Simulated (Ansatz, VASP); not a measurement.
## Two plane-wave programs on Ni

File INCAR:

```
SYSTEM = Ni
PREC = Accurate
ENCUT = 520
EDIFF = 1E-7
ISMEAR = -1
SIGMA = 0.05
LREAL = .FALSE.
LASPH = .TRUE.
NELM = 150
ALGO = Normal
ISIF = 2
LWAVE = .FALSE.
LCHARG = .FALSE.
ISPIN = 2
MAGMOM = -0.569 -0.569
LORBIT = 11
LMAXMIX = 4
GGA = PE
NBANDS = 21
```

The input KPOINTS:

```
Automatic mesh
0
G
  19 19 19
  0 0 0
```

Contents of POSCAR:

```
Ni
1.0
    0.0000000000      2.3845297343      2.3845297343
    2.3845297343      0.0000000000      2.3845297343
    2.3845297343      2.3845297343      0.0000000000
Ni
2
Direct
    0.0000000000      0.0000000000      0.0000000000
    0.5000000000      0.5000000000      0.5000000000
```

Input for Ansatz:

```yaml
crystal:
  lattice:
    - [0.0, 2.3845297343, 2.3845297343]
    - [2.3845297343, 0.0, 2.3845297343]
    - [2.3845297343, 2.3845297343, 0.0]
  atoms:
    - { symbol: Ni, position: [0.0, 0.0, 0.0], spin: -0.569 }
    - { symbol: Ni, position: [0.5, 0.5, 0.5], spin: -0.569 }
hamiltonian:
  xc: pbe
  pseudopotentials:
    kind: paw
    azcp:
      Ni: "pseudopotentials/Ni.paw.azcp"
basis:
  ecutwfc: 420
  fft_grid_basis: typed
kpoints:
  mp_grid: { grid: [19, 19, 19], shift: [0, 0, 0] }
magnetization:
  spin_polarized: true
scf:
  occupations: { method: fermi_dirac, width: 0.05 }
output:
  stress: true
```

Alike in both runs: task single point; functional PBE; k mesh 19 × 19 × 19; occupations fermi-dirac, width 0.05 eV; collinear spin.

|  | VASP | Ansatz |
| --- | --- | --- |
| version | VASP 6.6.1 | Ansatz 0.2.0 |
| potentials or method | VASP PAW PBE potentials, release 64 (Ni), cutoff 520 eV | plane waves (420 eV) with PAW, scalar-relativistic |
| valence electrons in the cell | 20 | 36 |

Ansatz gave:

* pressure (GPa): -8.0
* net moment per atom (μB): 0.69
* size of the moment on the site where the two differ most (μB): 0.71

Estimate VASP's values.

pressure (GPa): -8.0; net moment per atom (μB): 0.66; size of the moment on the site where the two differ most (μB): 0.67.

Site moments also hang on the region over which each program counts them. With one functional, cell and mesh, what is left measures potentials, basis and numerics. VASP's potentials hold 20 valence electrons a cell and Ansatz's 36, so a difference there can come from the potentials and not from the codes.
